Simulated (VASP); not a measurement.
# Sc in VASP: settings compared

Aim: see how the results for Sc move with the level of theory and the settings. Levels: r2SCAN, PBE, PBEsol. Tasks: single point.

All numbers are computed with VASP 6.6.1; they aren't measurements. Logs are shortened: lines on timing, memory, paths and dates and some standing lists are left out, and cuts for length are marked.

### 1 The cell of the first run

The structure is tetragonal, space group I4/mmm (No. 139). Conventional cell: a = 4.011 Å, b = 4.011 Å, c = 3.542 Å, α = 90.00°, β = 90.00°, γ = 90.00°. Within 4.4 Å of Sc (site symmetry 4/mmm) lie 14 Sc at 3.34 to 4.01 Å.

### 2 Single point, r2SCAN (functional r2SCAN, strained)

Contents of POSCAR:

```
Sc
1.0
   -2.0054161103      2.0054161103      1.7708658690
    2.0054161103     -2.0054161103      1.7708658690
    2.0054161103      2.0054161103     -1.7708658690
Sc
1
Direct
    0.0000000000      0.0000000000      0.0000000000
```

Contents of INCAR.step1:

```
SYSTEM = Sc
PREC = Accurate
ENCUT = 520
ISMEAR = 0
SIGMA = 0.1
LREAL = .FALSE.
LASPH = .TRUE.
NELM = 80
NBANDS = 12
GGA = PE
ALGO = Normal
EDIFF = 1E-4
LWAVE = .TRUE.
LCHARG = .FALSE.
```

Contents of INCAR.step2:

```
SYSTEM = Sc
PREC = Accurate
ENCUT = 520
EDIFF = 1E-6
ISMEAR = 0
SIGMA = 0.1
LREAL = .FALSE.
LASPH = .TRUE.
NELM = 80
ALGO = Normal
ISIF = 2
LWAVE = .FALSE.
LCHARG = .FALSE.
METAGGA = R2SCAN
LMIXTAU = .TRUE.
NBANDS = 12
ISTART = 1
```

Contents of KPOINTS:

```
regular mesh
0
G
  16 16 16
  0 0 0
```

Potentials or basis: VASP PAW PBE potentials, release 64 (Sc_sv).

Launch:

```bash
cat potpaw_PBE.64/Sc_sv/POTCAR > POTCAR
cp INCAR.step1 INCAR
mpirun -np 1 vasp_std > vasp.out
cp INCAR.step2 INCAR
mpirun -np 1 vasp_std > vasp.out
```

OUTCAR:

```text
SYSTEM = Sc
   PREC = Accurate
   ENCUT = 520
   EDIFF = 1E-6
   ISMEAR = 0
   LREAL = .FALSE.
   LASPH = .TRUE.
   NELM = 80
   ISIF = 2
   METAGGA = R2SCAN
   ISTART = 1

 ion  position               nearest neighbor table
   1  0.000  0.000  0.000-

  LATTYP: Found a body centered tetragonal cell.
 ALAT       =     4.0108322206
 C/A-ratio  =     0.8830416091

  Lattice vectors:

 A1 = (  -2.0054161103,   2.0054161103,   1.7708658690)
 A2 = (   2.0054161103,  -2.0054161103,   1.7708658690)
 A3 = (   2.0054161103,   2.0054161103,  -1.7708658690)

Analysis of symmetry for initial positions (statically):
=====================================================================
 Subroutine PRICEL returns:
 Original cell was already a primitive cell.

 Routine SETGRP: Setting up the symmetry group for a
 body centered tetragonal supercell.

 Subroutine GETGRP returns: Found 16 space group operations
 (whereof 16 operations were pure point group operations)
 out of a pool of 16 trial point group operations.

The static configuration has the point symmetry D_4h.

Analysis of symmetry for dynamics (positions and initial velocities):
=====================================================================
 Subroutine PRICEL returns:
 Original cell was already a primitive cell.

 Routine SETGRP: Setting up the symmetry group for a
 body centered tetragonal supercell.

 Subroutine GETGRP returns: Found 16 space group operations
 (whereof 16 operations were pure point group operations)
 out of a pool of 16 trial point group operations.

The dynamic configuration has the point symmetry D_4h.

 Subroutine INISYM returns: Found 16 space group operations
 (whereof 16 operations are pure point group operations),
 and found     1 'primitive' translations

----------------------------------------------------------------------------------------

                                     Primitive cell

  volume of cell :      28.4875

  direct lattice vectors                    reciprocal lattice vectors
    -2.005416110  2.005416110  1.770865869     0.000000000  0.249324815  0.282347754
     2.005416110 -2.005416110  1.770865869     0.249324815  0.000000000  0.282347754
     2.005416110  2.005416110 -1.770865869     0.249324815  0.249324815  0.000000000

  length of vectors
     3.343554019  3.343554019  3.343554019     0.376673754  0.376673754  0.352598534

  position of ions in fractional coordinates (direct lattice)
     0.000000000  0.000000000  0.000000000

  ion indices of the primitive-cell ions
   primitive index   ion index
                 1           1

----------------------------------------------------------------------------------------

 KPOINTS: regular mesh

Automatic generation of k-mesh.
 Grid dimensions read from file:
 generate k-points for:   16   16   16

 Generating k-lattice:

  Cartesian coordinates                     Fractional coordinates (reciprocal lattice)
     0.000000000  0.015582801  0.017646735     0.062500000 -0.000000000  0.000000000
     0.015582801  0.000000000  0.017646735    -0.000000000  0.062500000  0.000000000
     0.015582801  0.015582801  0.000000000     0.000000000  0.000000000  0.062500000

  Length of vectors
     0.023542110  0.023542110  0.022037408

  Shift w.r.t. Gamma in fractional coordinates (k-lattice)
     0.000000000  0.000000000  0.000000000

 Subroutine IBZKPT returns following result:
 ===========================================

 Found    349 irreducible k-points:

 Following reciprocal coordinates:
            Coordinates               Weight
  0.000000  0.000000  0.000000      1.000000
  0.062500  0.000000  0.000000      8.000000
  0.125000  0.000000  0.000000      8.000000
  0.187500  0.000000  0.000000      8.000000
  0.250000  0.000000  0.000000      8.000000
  0.312500  0.000000  0.000000      8.000000
[... 16 lines left out ...]
 -0.125000  0.062500  0.000000     16.000000
 -0.062500  0.062500  0.000000      4.000000
 [... further k-points ...]
   k-points           NKPTS =    349   k-points in BZ     NKDIM =    349   number of bands    NBANDS=     12
   number of dos      NEDOS =    301   number of ions     NIONS =      1
   total plane-waves  NPLWV =  21952
   dimension x,y,z NGX =    28 NGY =   28 NGZ =   28
   dimension x,y,z NGXF=    56 NGYF=   56 NGZF=   56
   ions per type =               1
   NGX,Y,Z   is equivalent  to a cutoff of  13.92, 13.92, 13.92 a.u.
   NGXF,Y,Z  is equivalent  to a cutoff of  27.84, 27.84, 27.84 a.u.
 SYSTEM =  Sc
   PREC   = accura    normal or accurate (medium, high low for compatibility)
   ISTART =      1    job   : 0-new  1-cont  2-samecut
   ICHARG =      0    charge: 1-file 2-atom 10-const
   ISPIN  =      1    spin polarized calculation?
   LNONCOLLINEAR =      F non collinear calculations
   LSORBIT =      F    spin-orbit coupling
   LASPH  =      T    aspherical Exc in radial PAW
   ENCUT  =  520.0 eV  38.22 Ry    6.18 a.u.   6.22  6.22  6.22*2*pi/ulx,y,z
   NELM   =     80;   NELMIN=  2; NELMDL=  0     # of ELM steps
   EDIFF  = 0.1E-05   stopping-criterion for ELM
   LREAL  =      F    real-space projection
   EDIFFG = 0.1E-04   stopping-criterion for IOM
   NSW    =      0    number of steps for IOM
   IBRION =     -1    ionic relax: 0-MD 1-quasi-New 2-CG
   NFREE  =      0    steps in history (QN), initial steepest desc. (CG)
   ISIF   =      2    stress and relaxation
   ISYM   =      2    0-nonsym 1-usesym 2-fastsym
   POTIM  = 0.5000    time-step for ionic-motion
   TEBEG  =    0.0;   TEEND  =   0.0 temperature during run
   PSTRESS=    0.0 pullay stress
   NELECT =      11.0000    total number of electrons
   NUPDOWN=      -1.0000    fix difference up-down
   EMIN   =  10.00;   EMAX   =-10.00  energy-range for DOS
   EFERMI =   0.00;   METHOD = LEGACY
   ISMEAR =     0;   SIGMA  =   0.10  broadening in eV -4-tet -1-fermi 0-gaus
   EFERMI_NEDOS =   21; number of points for ismear=-14 and -15
   IALGO  =     38    algorithm
   IMIX   =      4    mixing-type and parameters
     AMIX     =   0.40;   BMIX     =  1.00
     AMIX_MAG =   1.60;   BMIX_MAG =  1.00
  volume/ion in A,a.u.               =      28.49       192.24
  Fermi-wavevector in a.u.,A,eV,Ry     =   1.192122  2.252785 19.335998  1.421156
  Thomas-Fermi vector in A             =   2.328168
   LORBIT       =      0    0 simple, 1 ext, 2 COOP (PROOUT), +10 PAW based schemes
   METAGGA = R2SCAN    functional components
   LHFCALC =     F    Hartree Fock is set to
   AEXX    =    0.0000 exact exchange contribution
   IVDW    =     0    specifies the selected vdW correction
   LEPSILON=     F    determine dielectric tensor
   LRPA    =     F    only Hartree local field effects (RPA)
 non-spin polarized calculation
 Gauss-broadening in eV      SIGMA  =   0.10
  energy-cutoff  :      520.00
  volume of cell :       28.49
 maximum number of plane-waves:       794
 NGX is ok and might be reduce to    28
   NGX = 13   NGY = 13   NGZ = 13

 number of electron      11.0000000 magnetization

 Free energy of the ion-electron system (eV)
  ---------------------------------------------------
  ext. energy  EPLUGINS =         0.00000000
  ---------------------------------------------------
  free energy    TOTEN  =       -11.20725473 eV

  energy without entropy =      -11.19548254  energy(sigma->0) =      -11.20136863

 E-fermi :   3.0297     XC(G=0):  -9.9948

 val. band max:        3.0259130143   @ k =  -0.3750   0.3750   0.1250
 cond. band min:       3.0304764690   @ k =  -0.1250   0.5000   0.1250
 fundamental gap:      0.0045634547
 Fermi energy:         3.0296823248

 k-point     1 :       0.0000    0.0000    0.0000
  band No.  band energies     occupation
      1     -49.0998      2.00000
      2     -26.6026      2.00000
      3     -26.6026      2.00000
      4     -26.5586      2.00000
      5      -2.2780      2.00000
      6       4.0891      0.00000
      7       4.8082      0.00000
      8       4.8082      0.00000
      9       5.1836      0.00000
     10       5.9606      0.00000
     11      16.1271      0.00000
     12      16.1271      0.00000

 k-point     2 :       0.0625    0.0000    0.0000
  band No.  band energies     occupation
      1     -49.0984      2.00000
      2     -26.6073      2.00000
      3     -26.6058      2.00000
      4     -26.5644      2.00000
      5      -2.1757      2.00000
      6       4.1048      0.00000
      7       4.7742      0.00000
      8       4.8014      0.00000
      9       5.1979      0.00000
     10       5.9165      0.00000
     11      16.0834      0.00000
     12      16.1952      0.00000

 k-point     3 :       0.1250    0.0000    0.0000
  band No.  band energies     occupation
      1     -49.0943      2.00000
      2     -26.6257      2.00000
      3     -26.6148      2.00000
      4     -26.5757      2.00000
      5      -1.8744      2.00000
      6       4.0959      0.00000
      7       4.6328      0.00000
      8       4.8471      0.00000
      9       5.2714      0.00000
     10       5.8180      0.00000
     11      15.8507      0.00000
     12      16.3669      0.00000
[... 286 lines left out ...]
 k-point    23 :      -0.1250    0.0625    0.0000
  band No.  band energies     occupation
      1     -49.0961      2.00000
      2     -26.6262      2.00000
      3     -26.6055      2.00000
      4     -26.5677      2.00000
      5      -1.9999      2.00000
      6       4.0727      0.00000
      7       4.7117      0.00000
      8       4.9085      0.00000
      9       5.1314      0.00000
     10       5.9003      0.00000
     11      15.4705      0.00000
     12      16.2445      0.00000

 k-point    24 :      -0.0625    0.0625    0.0000
  band No.  band energies     occupation
      1     -49.0986      2.00000
      2     -26.6121      2.00000
      3     -26.6022      2.00000
      4     -26.5610      2.00000
      5      -2.1890      2.00000
      6       4.0830      0.00000
      7       4.7771      0.00000
      8       4.8667      0.00000
      9       5.1353      0.00000
     10       5.9456      0.00000
     11      15.8039      0.00000
     12      16.1838      0.00000

 [... further k-points ...]

------------------------ aborting loop because EDIFF is reached ----------------------------------------

  FORCE on cell =-STRESS in cart. coord.  units (eV):
  Direction    XX          YY          ZZ          XY          YZ          ZX
  --------------------------------------------------------------------------------------
  -------------------------------------------------------------------------------------
  Total       -1.1508929     -1.1508929     -0.6477689      0.0000000      0.0000000      0.0000000
  in kB      -64.7277957    -64.7277957    -36.4314116      0.0000000      0.0000000      0.0000000
  external PRESSURE =     -55.2956677 kB  Pullay stress =       0.0000000 kB

 VOLUME and BASIS-vectors are now :
 -----------------------------------------------------------------------------
  energy-cutoff  :      520.00
  volume of cell :       28.49
      direct lattice vectors                 reciprocal lattice vectors
    -2.005416110  2.005416110  1.770865869     0.000000000  0.249324815  0.282347754
     2.005416110 -2.005416110  1.770865869     0.249324815  0.000000000  0.282347754
     2.005416110  2.005416110 -1.770865869     0.249324815  0.249324815  0.000000000

 POSITION                                       TOTAL-FORCE (eV/Angst)
 -----------------------------------------------------------------------------------
      0.00000      0.00000      0.00000         0.000000      0.000000      0.000000
 -----------------------------------------------------------------------------------
    total drift:                               -0.000000     -0.000000     -0.000000

  FREE ENERGIE OF THE ION-ELECTRON SYSTEM (eV)
  ---------------------------------------------------
  free  energy   TOTEN  =       -11.2072547303 eV

  energy  without entropy=      -11.1954825372  energy(sigma->0) =      -11.20136863
```

It took 5.2 min on 1 thread of Intel Xeon 6975P-C, shared host; peak memory 0.26 GiB.

Results:

- Free energy: -11.2073 eV
- Pressure: -5.5 GPa

Caveat: the cell differs from its parent crystal (functional r2SCAN, strained); the PAW data sets were made with another functional, which shifts forces and pressure a little.

### 3 Single point, PBE (functional PBE, strained)

Contents of INCAR:

```
SYSTEM = Sc
PREC = Accurate
ENCUT = 520
EDIFF = 1E-6
ISMEAR = 0
SIGMA = 0.1
LREAL = .False.
LASPH = .True.
NELM = 100
ALGO = Normal
ISIF = 2
LWAVE = .False.
LCHARG = .False.
GGA = PE
NBANDS = 12
```

Contents of KPOINTS:

```
Automatic mesh
0
Gamma
  16 16 16
  0 0 0
```

Contents of POSCAR:

```
Sc
1.0
   -1.9017719817      1.9017719817      1.7037762958
    1.9017719817     -1.9017719817      1.7037762958
    1.9017719817      1.9017719817     -1.7037762958
Sc
1
Direct
    0.0000000000      0.0000000000      0.0000000000
```

Potentials or basis: VASP PAW PBE potentials, release 64 (Sc_sv).

Launch:

```bash
cat potpaw_PBE.64/Sc_sv/POTCAR > POTCAR
mpirun -np 1 vasp_std > vasp.out
```

Run time: 35 s. Hardware: 1 thread of Intel Xeon Platinum 8375C at 2.90GHz (Ice Lake), shared host; peak memory 0.21 GiB.

It converged, with:

| Item | Value |
| --- | --- |
| Free energy | -6.1464 eV |
| Pressure | 0.5 GPa |

Stress tensor (GPa, compression positive):
```
0.13 0.00 0.00
0.00 0.13 0.00
0.00 0.00 1.18
```

Levels at points of the mesh, in eV from the Fermi level:
| k point | band 3 | band 4 | band 5 | band 6 | band 7 | band 8 |
| --- | --- | --- | --- | --- | --- | --- |
| (0.00, 0.00, 0.00) | -27.99 | -27.97 | -5.23 | 1.03 | 1.74 | 1.74 |
| (0.50, 0.00, 0.00) | -28.12 | -28.01 | -1.73 | 0.05 | 0.68 | 2.81 |
| (0.50, 0.50, 0.00) | -28.07 | -27.98 | -1.86 | 0.09 | 0.87 | 2.31 |
| (0.50, 0.50, 0.50) | -28.29 | -28.18 | -1.33 | -1.10 | 3.84 | 3.84 |

Caveat: the cell differs from its parent crystal (functional PBE, strained).

### 4 Single point, PBEsol (strained)

Edit INCAR of step 3 so:

```diff
@@ -9,3 +9,3 @@
 NELM = 100
-ALGO = Normal
+ALGO = Fast
 ISIF = 2
@@ -13,3 +13,3 @@
 LCHARG = .False.
-GGA = PE
+GGA = PS
 NBANDS = 12
```

Contents of KPOINTS:

```
regular mesh
0
Gamma
  14 14 14
  0 0 0
```

Contents of POSCAR:

```
Sc
1.0
   -1.8368170599      1.9999520747      1.8086016069
    1.8368170599     -1.9999520747      1.8086016069
    1.8368170599      1.9999520747     -1.8086016069
Sc
1
Direct
    0.0000000000      0.0000000000      0.0000000000
```

Launch:

```bash
cat potpaw_PBE.64/Sc_sv/POTCAR > POTCAR
mpirun -np 1 vasp_std > vasp.out
```

It took 49 s on 1 thread of Intel Xeon Platinum 8375C at 2.90GHz (Ice Lake), shared host; peak memory 0.24 GiB.

Results (log left out):

```yaml
Free_energy: -6.4606 eV
Pressure: -5.1 GPa
```

Stress tensor (GPa, compression positive):
```
-5.74  0.00  0.00
 0.00 -4.16  0.00
 0.00  0.00 -5.52
```

Levels at points of the mesh, in eV from the Fermi level:
```
           k point  band 2  band 3  band 4  band 5  band 6  band 7  band 8  band 9
(0.00, 0.00, 0.00)  -28.07  -28.07  -28.07   -5.07    1.19    1.29    1.71    2.36
(0.50, 0.00, 0.00)  -28.38  -28.16  -28.07   -1.69    0.26    0.47    2.31    3.05
(0.00, 0.50, 0.00)  -28.37  -28.19  -28.09   -1.60   -0.07    0.65    2.96    3.12
(0.50, 0.50, 0.00)  -28.38  -28.16  -28.07   -1.71    0.18    0.58    2.26    2.96
(0.50, 0.50, 0.50)  -28.33  -28.27  -28.26   -1.15   -0.94    3.49    3.60    3.61
```

Caveat: the cell differs from its parent crystal (strained); the PAW data sets were made with another functional, which shifts forces and pressure a little.

### 5 Summary

```tsv
level	cell	k mesh	gap on the mesh (eV)	pressure (GPa)
r2SCAN	a = 3.344 Å, angles 106.3, 106.3, 116.0°, 1 atom	16 × 16 × 16	none	-5.5
PBE	a = 3.184 Å, angles 106.6, 106.6, 115.3°, 1 atom	16 × 16 × 16	none	0.5
PBEsol	a = 3.263 Å, angles 111.5, 104.4, 112.7°, 1 atom	14 × 14 × 14	none	-5.1
```

Alike in all rows: task single point; potentials or basis VASP PAW PBE potentials, release 64 (Sc_sv); no spin polarisation; cutoff (eV) 520; smearing gaussian 0.1 eV.

Caveats: the PAW data sets were made with another functional, which shifts forces and pressure a little (some runs).

Absolute energies hang on the potentials; compare differences alone.
